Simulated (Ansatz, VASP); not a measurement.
Two plane-wave programs on InP

```
In P
1.0
     4.00560    0.00000    0.00000
    -2.00280    3.46895    0.00000
     0.00000    0.00000    5.30637
In P
2 2
Cartesian
  0.0000 2.3126 1.3266
  2.0028 1.1563 3.9798
  0.0000 0.0000 0.0000
  0.0000 0.0000 2.6532
```

Change from the starting cell: species swapped into the TePt type (P6_3/mmc, No. 194).

Alike in both runs: task single point; functional PBE; k mesh 6 × 6 × 4; occupations gaussian, width 0.1 eV; no spin polarisation.

```csv
,VASP,Ansatz
version,VASP 6.6.1,Ansatz 0.2.0
potentials or method,"VASP PAW PBE potentials, release 64 (In_d, P), cutoff 520 eV","scalar-relativistic, plane waves, PAW"
valence electrons in the cell,36,36
```

Ansatz gave:

```
gap on the k mesh at the Fermi level (eV)                     : none
pressure (GPa)                                                : 19.6
traceless stress, the component that is largest in VASP (GPa) : 2.45
```

**Question.** Which values does VASP return?

**Answer.** gap on the k mesh at the Fermi level (eV): none; pressure (GPa): 19.5; traceless stress, the component that is largest in VASP (GPa): 2.43.

A gap of «none» marks a metal or a gap that the smearing closes.
